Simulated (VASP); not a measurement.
Here is a VASP 6.6.1 calculation.

INCAR

```
SYSTEM = La2O3
PREC = Accurate
ENCUT = 520
EDIFF = 1E-6
ISMEAR = 1
SIGMA = 0.1
LREAL = .False.
LASPH = .True.
NELM = 80
ALGO = Normal
ISIF = 2
LWAVE = .False.
LCHARG = .False.
GGA = PE
NBANDS = 28
```

The input KPOINTS:

```
regular mesh
0
Gamma
  4 4 2
  0 0 0
```

Contents of POSCAR:

```
La2O3
1.0
    3.8481300000      0.0294100000      0.0399400000
   -1.8986000000      3.4200300000     -0.0170600000
    0.0621000000      0.0052300000      5.8891900000
La O
2 3
Direct
    0.6651900000      0.3153500000      0.7641500000
    0.3087217233      0.6532542002      0.2508006541
    0.6331900000      0.3325100000      0.3454700000
    0.3551100000      0.6860800000      0.6438400000
    0.0044200000      0.0167600000      0.9826100000
```

Potentials or basis: VASP PAW PBE potentials, release 64 (La, O).

Command:

```sh
$ cat potpaw_PBE.64/La/POTCAR potpaw_PBE.64/O/POTCAR > POTCAR
$ mpirun -np 1 vasp_std > vasp.out
```

(1) Estimate the pressure.

(2) Estimate the largest force.

Results:

(1) 8.9 GPa.

(2) 0.989 eV/Å.

Caveat: the k points lie up to 0.53 Å⁻¹ apart.
